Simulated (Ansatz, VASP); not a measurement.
SnBiO2: VASP beside Ansatz

INCAR

```
ALGO = Normal ; EDIFF = 1E-7
EDIFFG = -0.04 ; ENCUT = 600
GGA = PE ; IBRION = 2
ISIF = 3 ; ISMEAR = 0
LASPH = True ; LCHARG = False
LREAL = False ; LWAVE = False
NELM = 100 ; NSW = 90
PREC = Accurate ; SIGMA = 0.1
```

KPOINTS

```
k-points
0
Gamma
  4 4 4
```

POSCAR

```
SnBiO2
1.0
    3.9958138900      0.0000000000      0.0000000000
    0.0000000000      3.9958138900      0.0000000000
    0.0000000000      0.0000000000      5.7264527700
Sn Bi O
1 1 2
Direct
    0.5000000000      0.5000000000      0.5000000000
    0.0000000000      0.0000000000      0.0000000000
    0.0000000000      0.5000000000      0.2432881600
    0.5000000000      0.0000000000      0.7567118400
```

Input for Ansatz:

```yaml
crystal:
  lattice:
    - [3.99581389, 0.0, 0.0]
    - [0.0, 3.99581389, 0.0]
    - [0.0, 0.0, 5.72645277]
  atoms:
    - { symbol: Sn, position: [0.5, 0.5, 0.5] }
    - { symbol: Bi, position: [0.0, 0.0, 0.0] }
    - { symbol: O, position: [0.0, 0.5, 0.24328816] }
    - { symbol: O, position: [0.5, 0.0, 0.75671184] }
basis:
  ecutwfc: 420
kpoints:
  mp_grid: { grid: [4, 4, 4] }
hamiltonian:
  xc: pbe
scf:
  occupations: { method: gaussian, width: 0.1 }
  lower_state_search: "off"
output:
  forces: true
  stress: true
  eigenvalues: true
relax:
  adjacent_minimum: "off"
  f_tol: 0.04
  max_steps: 70
  cell: { stress_tol: 0.4 }
```

Change from the starting cell: species swapped into the InAgTe2 type (P-4m2, No. 115).

Alike in both runs: task relaxation of cell and atoms; functional PBE; k mesh 4 × 4 × 4; occupations gaussian, width 0.1 eV; no spin polarisation.

|  | VASP | Ansatz |
| --- | --- | --- |
| version | VASP 6.6.1 | Ansatz 0.2.0 |
| potentials or method | VASP PAW PBE potentials, release 64 (Sn_d, Bi_d, O), cutoff 600 eV | scalar-relativistic, plane waves, PAW |
| valence electrons in the cell | 41 | 41 |

```tsv
	VASP	Ansatz	Ansatz less VASP
gap on the k mesh at the Fermi level, each at its own relaxed structure (eV)	none	none	-
relaxed volume (Å³/atom)	21.21	21.32	+0.105
relaxed length of the cell vector where the two differ most in proportion (Å)	3.899	3.908	+0.0092
```

A gap of «none» marks a metal or a gap that the smearing closes.

The k mesh is coarse, so the values compare programs but aren't converged. Spin-orbit coupling is off throughout.
